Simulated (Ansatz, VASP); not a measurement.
## MnO in VASP and in Ansatz

Contents of INCAR:

```
SYSTEM = MnO
PREC     = Accurate       ! precision mode
ENCUT    = 700            ! plane-wave cutoff, eV
EDIFF    = 1E-6           ! SCF threshold, eV
ISMEAR   = -1             ! smearing method
SIGMA    = 0.05           ! smearing width, eV
LREAL    = .False.        ! projectors in reciprocal space
LASPH    = .True.         ! aspherical terms in the spheres
NELM     = 200            ! most SCF steps
ALGO     = Normal         ! electronic algorithm
ISIF     = 2              ! what is computed and relaxed
LWAVE    = .False.        ! write WAVECAR
LCHARG   = .False.        ! write CHGCAR
ISPIN    = 2              ! spin polarisation
MAGMOM   = 4 0            ! initial moments
LORBIT   = 11             ! projections on sites
LMAXMIX  = 4              ! l up to which the mixer works
LDAU     = .True.         ! DFT+U
LDAUTYPE = 2            
LDAUL    = 2 -1           ! shell
LDAUU    = 1 0            ! U, eV
LDAUJ    = 0 0          
LDAUPRINT= 1            
GGA      = PS             ! functional
NBANDS   = 22             ! bands
GGA_COMPAT= .False.
```

The input KPOINTS:

```
Automatic mesh
0
Gamma
  10 10 10
  0 0 0
```

Contents of POSCAR:

```
MnO
1.0
    0.0000000000      2.2239077028      2.2239077028
    2.2239077028      0.0000000000      2.2239077028
    2.2239077028      2.2239077028      0.0000000000
Mn O
1 1
Direct
    0.0000000000      0.0000000000      0.0000000000
    0.5000000000      0.5000000000      0.5000000000
```

The input input.yaml:

```yaml
crystal:
  lattice:
    - [0.0, 2.2239077028, 2.2239077028]
    - [2.2239077028, 0.0, 2.2239077028]
    - [2.2239077028, 2.2239077028, 0.0]
  atoms:
    - { symbol: Mn, position: [0.0, 0.0, 0.0], spin: 4.0 }
    - { symbol: O, position: [0.5, 0.5, 0.5] }
hamiltonian:
  xc: pbesol
  pseudopotentials: { kind: paw }
  hubbard: { sites: [{ species: Mn, l: d, u_eff: 1.0 }] }
magnetization:
  spin_polarized: true
kpoints:
  mp_grid: { grid: [10, 10, 10] }
  band_path:
    path:
      - [[0.0, 0.0, 0.0], [0.5, 0.0, 0.5], [0.5, 0.25, 0.75], [0.375, 0.375, 0.75], [0.0, 0.0, 0.0], [0.5, 0.5, 0.5], [0.625, 0.25, 0.625], [0.5, 0.25, 0.75], [0.5, 0.5, 0.5], [0.375, 0.375, 0.75]]
      - [[0.625, 0.25, 0.625], [0.5, 0.0, 0.5]]
    npoints: 14
scf:
  occupations: { method: fermi_dirac, width: 0.05 }
  n_extra_bands: 6
output:
  forces: true
  stress: true
  eigenvalues: true
  fatbands: false
  write_density: true
  write_potential: true
  elf: true
  volumetric_format: npy
```

Alike in both runs: functional PBEsol; k mesh 10 × 10 × 10; occupations fermi-dirac, width 0.05 eV; collinear spin; Hubbard terms Mn d U = 1.0 eV.

|  | VASP | Ansatz |
| --- | --- | --- |
| version | VASP 6.6.1 | Ansatz 0.2.0 |
| potentials or method | VASP PAW PBE potentials, release 64 (Mn_sv, O) | Ansatz PAW |
| plane-wave cutoff (eV) | 700 | 420 |
| valence electrons in the cell | 21 | 21 |
| task | single point | band structure |

```tsv
	VASP	Ansatz	Ansatz less VASP
gap on the k mesh at the Fermi level (eV)	none	none	-
pressure (GPa)	-3.7	-2.1	+1.65
net moment per atom (μB)	2.46	2.47	+0.011
size of the moment on the site where the two differ most (μB)	4.29	4.17	-0.122
```

VASP's potentials were made for PBE, not for PBEsol. Site moments also hang on the region over which each program counts them. The programs project onto different local orbitals, so the same U acts differently, and such runs can settle in different states. A gap of «none» marks a metal or a gap that the smearing closes.

Noted on Ansatz's run: the magnetic or orbital state may not be the lowest.
